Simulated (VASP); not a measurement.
# Hf in VASP: notebook, part 2 of 2

VASP 6.6.1.

### Step 3. Single point, r2SCAN

This run uses another cell than the first one, of 21.97 Å³/atom.

Contents of POSCAR:

```
Hf
1.0
    3.0803621772      0.0000000000      0.0000000000
    0.0000000000      3.0803621772      0.0000000000
   -1.5401810886     -1.5401810886      2.3157597391
Hf
1
Direct
    0.0000000000      0.0000000000      0.0000000000
```

Contents of INCAR.step1:

```
SYSTEM = Hf
  PREC = Accurate
  ENCUT = 520
  ISMEAR = 0
  SIGMA = 0.1
  LREAL = .FALSE.
  LASPH = .TRUE.
  NELM = 80
  ISYM = 0
  NBANDS = 11
  GGA = PE
  ALGO = Normal
  EDIFF = 1E-4
  LWAVE = .TRUE.
  LCHARG = .FALSE.
```

Contents of INCAR.step2:

```
SYSTEM = Hf
  PREC = Accurate
  ENCUT = 520
  EDIFF = 1E-6
  ISMEAR = 0
  SIGMA = 0.1
  LREAL = .FALSE.
  LASPH = .TRUE.
  NELM = 80
  ALGO = Normal
  ISIF = 2
  LWAVE = .FALSE.
  LCHARG = .FALSE.
  METAGGA = R2SCAN
  LMIXTAU = .TRUE.
  ISYM = 0
  NBANDS = 11
  ISTART = 1
```

Contents of KPOINTS:

```
regular mesh
0
G
  11 11 15
  0 0 0
```

Potentials or basis: VASP PAW PBE potentials, release 64 (Hf_pv).

Run with:

```bash
$ cat potpaw_PBE.64/Hf_pv/POTCAR > POTCAR
$ cp INCAR.step1 INCAR
$ mpirun -np 1 vasp_std > vasp.out
$ cp INCAR.step2 INCAR
$ mpirun -np 1 vasp_std > vasp.out
```

OUTCAR:

```text
SYSTEM = Hf
   PREC = Accurate
   ENCUT = 520
   EDIFF = 1E-6
   ISMEAR = 0
   LREAL = .FALSE.
   LASPH = .TRUE.
   NELM = 80
   ISIF = 2
   METAGGA = R2SCAN
   ISYM = 0
   ISTART = 1

 ion  position               nearest neighbor table
   1  0.000  0.000  0.000-

IMPORTANT INFORMATION: All symmetrisations will be switched off!
NOSYMM: (Re-)initialisation of all symmetry stuff for point group C_1.

----------------------------------------------------------------------------------------

                                     Primitive cell

  volume of cell :      21.9734

  direct lattice vectors                    reciprocal lattice vectors
     3.080362177  0.000000000  0.000000000     0.324637151  0.000000000  0.215911863
     0.000000000  3.080362177  0.000000000     0.000000000  0.324637151  0.215911863
    -1.540181089 -1.540181089  2.315759739     0.000000000  0.000000000  0.431823726

  length of vectors
     3.080362177  3.080362177  3.179160068     0.389881023  0.389881023  0.431823726

  position of ions in fractional coordinates (direct lattice)
     0.000000000  0.000000000  0.000000000

  ion indices of the primitive-cell ions
   primitive index   ion index
                 1           1

----------------------------------------------------------------------------------------

 KPOINTS: regular mesh

Automatic generation of k-mesh.
 Grid dimensions read from file:
 generate k-points for:   11   11   15

 Generating k-lattice:

  Cartesian coordinates                     Fractional coordinates (reciprocal lattice)
     0.029512468  0.000000000  0.019628351     0.090909091  0.000000000  0.000000000
     0.000000000  0.029512468  0.019628351     0.000000000  0.090909091  0.000000000
     0.000000000  0.000000000  0.028788248     0.000000000  0.000000000  0.066666667

  Length of vectors
     0.035443729  0.035443729  0.028788248

  Shift w.r.t. Gamma in fractional coordinates (k-lattice)
     0.000000000  0.000000000  0.000000000

 -----------------------------------------------------------------------------
|                                                                             |
|           W    W    AA    RRRRR   N    N  II  N    N   GGGG   !!!           |
|           W    W   A  A   R    R  NN   N  II  NN   N  G    G  !!!           |
|           W    W  A    A  R    R  N N  N  II  N N  N  G       !!!           |
|           W WW W  AAAAAA  RRRRR   N  N N  II  N  N N  G  GGG   !            |
|           WW  WW  A    A  R   R   N   NN  II  N   NN  G    G                |
|           W    W  A    A  R    R  N    N  II  N    N   GGGG   !!!           |
|                                                                             |
|     Your reciprocal lattice and k-lattice belong to different lattice       |
|     classes:                                                                |
|                                                                             |
|        The reciprocal lattice is body-centered tetragonal,                  |
|        whereas your k-lattice is base-centered monoclinic.                  |
|                                                                             |
|     Results are often still useful ...                                      |
|                                                                             |
 -----------------------------------------------------------------------------

 WARNING: IBZKPT: internal override: KBLOWUP is changed to .FALSE.
      ... skipping the blow-up phase ...

 Subroutine IBZKPT returns following result:
 ===========================================

 Found    908 irreducible k-points:

 Following reciprocal coordinates:
            Coordinates               Weight
  0.000000  0.000000  0.000000      1.000000
  0.090909  0.000000  0.000000      2.000000
  0.181818  0.000000  0.000000      2.000000
  0.272727  0.000000  0.000000      2.000000
  0.363636  0.000000  0.000000      2.000000
  0.454545  0.000000  0.000000      2.000000
[... 16 lines left out ...]
  0.454545  0.181818  0.000000      2.000000
 -0.454545  0.181818  0.000000      2.000000
 [... further k-points ...]
   k-points           NKPTS =    908   k-points in BZ     NKDIM =    908   number of bands    NBANDS=     11
   number of dos      NEDOS =    301   number of ions     NIONS =      1
   total plane-waves  NPLWV =  13824
   dimension x,y,z NGX =    24 NGY =   24 NGZ =   24
   dimension x,y,z NGXF=    48 NGYF=   48 NGZF=   48
   ions per type =               1
   NGX,Y,Z   is equivalent  to a cutoff of  12.95, 12.95, 12.55 a.u.
   NGXF,Y,Z  is equivalent  to a cutoff of  25.91, 25.91, 25.10 a.u.
 SYSTEM =  Hf
   PREC   = accura    normal or accurate (medium, high low for compatibility)
   ISTART =      1    job   : 0-new  1-cont  2-samecut
   ICHARG =      0    charge: 1-file 2-atom 10-const
   ISPIN  =      1    spin polarized calculation?
   LNONCOLLINEAR =      F non collinear calculations
   LSORBIT =      F    spin-orbit coupling
   LASPH  =      T    aspherical Exc in radial PAW
   ENCUT  =  520.0 eV  38.22 Ry    6.18 a.u.   5.73  5.73  5.91*2*pi/ulx,y,z
   NELM   =     80;   NELMIN=  2; NELMDL=  0     # of ELM steps
   EDIFF  = 0.1E-05   stopping-criterion for ELM
   LREAL  =      F    real-space projection
   EDIFFG = 0.1E-04   stopping-criterion for IOM
   NSW    =      0    number of steps for IOM
   IBRION =     -1    ionic relax: 0-MD 1-quasi-New 2-CG
   NFREE  =      0    steps in history (QN), initial steepest desc. (CG)
   ISIF   =      2    stress and relaxation
   ISYM   =      0    0-nonsym 1-usesym 2-fastsym
   POTIM  = 0.5000    time-step for ionic-motion
   TEBEG  =    0.0;   TEEND  =   0.0 temperature during run
   PSTRESS=    0.0 pullay stress
   NELECT =      10.0000    total number of electrons
   NUPDOWN=      -1.0000    fix difference up-down
   EMIN   =  10.00;   EMAX   =-10.00  energy-range for DOS
   EFERMI =   0.00;   METHOD = LEGACY
   ISMEAR =     0;   SIGMA  =   0.10  broadening in eV -4-tet -1-fermi 0-gaus
   EFERMI_NEDOS =   21; number of points for ismear=-14 and -15
   IALGO  =     38    algorithm
   IMIX   =      4    mixing-type and parameters
     AMIX     =   0.40;   BMIX     =  1.00
     AMIX_MAG =   1.60;   BMIX_MAG =  1.00
  volume/ion in A,a.u.               =      21.97       148.28
  Fermi-wavevector in a.u.,A,eV,Ry     =   1.259242  2.379622 21.574622  1.585690
  Thomas-Fermi vector in A             =   2.392811
   LORBIT       =      0    0 simple, 1 ext, 2 COOP (PROOUT), +10 PAW based schemes
   METAGGA = R2SCAN    functional components
   LHFCALC =     F    Hartree Fock is set to
   AEXX    =    0.0000 exact exchange contribution
   IVDW    =     0    specifies the selected vdW correction
   LEPSILON=     F    determine dielectric tensor
   LRPA    =     F    only Hartree local field effects (RPA)
 non-spin polarized calculation
 Gauss-broadening in eV      SIGMA  =   0.10
  energy-cutoff  :      520.00
  volume of cell :       21.97
 maximum number of plane-waves:       612
   NGX = 11   NGY = 11   NGZ = 11

 number of electron       9.9999999 magnetization

 Free energy of the ion-electron system (eV)
  ---------------------------------------------------
  ext. energy  EPLUGINS =         0.00000000
  ---------------------------------------------------
  free energy    TOTEN  =       -45.05632607 eV

  energy without entropy =      -45.04831151  energy(sigma->0) =      -45.05231879

 E-fermi :   4.7272     XC(G=0): -12.2626

 val. band max:        4.7263055385   @ k =   0.2727   0.0909   0.3333
 cond. band min:       4.7281608020   @ k =  -0.0909   0.2727   0.4000
 fundamental gap:      0.0018552635
 Fermi energy:         4.7271818036

 k-point     1 :       0.0000    0.0000    0.0000
  band No.  band energies     occupation
      1     -26.3236      2.00000
      2     -26.3189      2.00000
      3     -26.3160      2.00000
      4      -2.8813      2.00000
      5       5.8744      0.00000
      6       6.6197      0.00000
      7       6.6197      0.00000
      8       8.8032      0.00000
      9       9.9217      0.00000
     10      16.6879      0.00000
     11      16.7809      0.00000
[... 309 lines left out ...]
 k-point    24 :      -0.4545    0.1818    0.0000
  band No.  band energies     occupation
      1     -27.0894      2.00000
      2     -26.5538      2.00000
      3     -26.5155      2.00000
      4       1.5881      2.00000
      5       3.9233      2.00000
      6       5.5058      0.00000
      7       7.1372      0.00000
      8      11.0173      0.00000
      9      11.6822      0.00000
     10      15.3532      0.00000
     11      16.7818      0.00000

 [... further k-points ...]

------------------------ aborting loop because EDIFF is reached ----------------------------------------

  FORCE on cell =-STRESS in cart. coord.  units (eV):
  Direction    XX          YY          ZZ          XY          YZ          ZX
  --------------------------------------------------------------------------------------
  -------------------------------------------------------------------------------------
  Total        0.4086554      0.4086551     -0.1022529      0.0315543      0.0052068      0.0052069
  in kB       29.7968771     29.7968563     -7.4557158      2.3007627      0.3796545      0.3796565
  external PRESSURE =      17.3793392 kB  Pullay stress =       0.0000000 kB

 VOLUME and BASIS-vectors are now :
 -----------------------------------------------------------------------------
  energy-cutoff  :      520.00
  volume of cell :       21.97
      direct lattice vectors                 reciprocal lattice vectors
     3.080362177  0.000000000  0.000000000     0.324637151  0.000000000  0.215911863
     0.000000000  3.080362177  0.000000000     0.000000000  0.324637151  0.215911863
    -1.540181089 -1.540181089  2.315759739     0.000000000  0.000000000  0.431823726

 POSITION                                       TOTAL-FORCE (eV/Angst)
 -----------------------------------------------------------------------------------
      0.00000      0.00000      0.00000         0.000000      0.000000     -0.000000
 -----------------------------------------------------------------------------------
    total drift:                                0.000000      0.000000     -0.000000

  FREE ENERGIE OF THE ION-ELECTRON SYSTEM (eV)
  ---------------------------------------------------
  free  energy   TOTEN  =       -45.0563260720 eV

  energy  without entropy=      -45.0483115136  energy(sigma->0) =      -45.05231879
```

It took 11 min on 1 thread of Intel Xeon 8259CL, shared host; peak memory 0.33 GiB.

What came out:

- Free energy: -45.0563 eV
- Pressure: 1.7 GPa
- Band gap on the k mesh: zero (bands 5 and 6 overlap by 1.88 eV)

Stress tensor (GPa, compression positive):
```
 2.98  0.23  0.04
 0.23  2.98  0.04
 0.04  0.04 -0.75
```

Caveat: the PAW data sets were made with another functional, which shifts forces and pressure a little; spin-orbit coupling is left out, which moves the levels of the heavy elements.
